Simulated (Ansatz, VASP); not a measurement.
## MoS2 in VASP and in Ansatz

INCAR

```
PREC = Accurate
ENCUT = 520
EDIFF = 1E-8
ISMEAR = -1
SIGMA = 0.03
LREAL = F
LASPH = T
NELM = 60
ALGO = Normal
ISIF = 2
LWAVE = F
LCHARG = F
GGA = PE
LEFG = T
NBANDS = 35
```

Contents of KPOINTS:

```
regular mesh
0
Gamma
  10 10 3
```

Contents of POSCAR:

```
MoS2
1.0
    3.1610016016      0.0000000000      0.0000000000
   -1.5805008008      2.7375076884      0.0000000000
    0.0000000000      0.0000000000     12.2950000000
Mo S
2 4
Direct
    0.3333333333      0.6666666667      0.2500000000
    0.6666666667      0.3333333333      0.7500000000
    0.3333333333      0.6666666667      0.6275000000
    0.6666666667      0.3333333333      0.1275000000
    0.3333333333      0.6666666667      0.8725000000
    0.6666666667      0.3333333333      0.3725000000
```

Input for Ansatz:

```yaml
crystal:
  lattice:
    - [3.1610016016, 0.0, 0.0]
    - [-1.5805008008, 2.7375076884, 0.0]
    - [0.0, 0.0, 12.295]
  atoms:
    - { symbol: Mo, position: [0.3333333333, 0.6666666667, 0.25] }
    - { symbol: Mo, position: [0.6666666667, 0.3333333333, 0.75] }
    - { symbol: S, position: [0.3333333333, 0.6666666667, 0.6275] }
    - { symbol: S, position: [0.6666666667, 0.3333333333, 0.1275] }
    - { symbol: S, position: [0.3333333333, 0.6666666667, 0.8725] }
    - { symbol: S, position: [0.6666666667, 0.3333333333, 0.3725] }
kpoints:
  mp_grid: { grid: [10, 10, 3] }
  band_path:
    path:
      - [0.0, 0.0, 0.0]
      - [0.5, 0.0, 0.0]
      - [0.3333333333, 0.3333333333, 0.0]
      - [0.0, 0.0, 0.0]
      - [0.0, 0.0, 0.5]
      - [0.5, 0.0, 0.5]
      - [0.3333333333, 0.3333333333, 0.5]
      - [0.0, 0.0, 0.5]
      - [0.5, 0.0, 0.5]
    npoints: 14
scf:
  occupations: { method: fermi_dirac, width: 0.03 }
hamiltonian:
  xc: pbe
  pseudopotentials: { kind: paw }
output:
  forces: true
  stress: true
  eigenvalues: true
  efg: { contact_densities: true }
  populations: true
  bader: true
  dos: { projected: true, de: 0.2, e_range: [-14, 8] }
  write_density: true
  write_potential: true
  elf: true
  volumetric_format: npy
```

Alike in both runs: task electric field gradients; functional PBE; k mesh 10 × 10 × 3; occupations fermi-dirac, width 0.03 eV; no spin polarisation.

```csv
,VASP,Ansatz
version,VASP 6.6.1,Ansatz 0.2.0
potentials or method,"VASP PAW PBE potentials, release 64 (Mo_sv, S)","PAW with Ansatz's default frozen-core files, scalar-relativistic"
plane-wave cutoff (eV),520,420
valence electrons in the cell,52,52
```

```csv
,VASP,Ansatz,Ansatz less VASP
pressure (GPa),8.7,8.9,+0.16
"traceless stress, the component that is largest in VASP (GPa)",4.39,4.44,+0.047
rms of the force components (eV/Å),0.564,0.573,+0.0086
size of Vzz on the site where it differs most (V/Å²),93.4,90.9,-2.57
```

Atom by atom the forces differ by 0.009 eV/Å (rms over components).
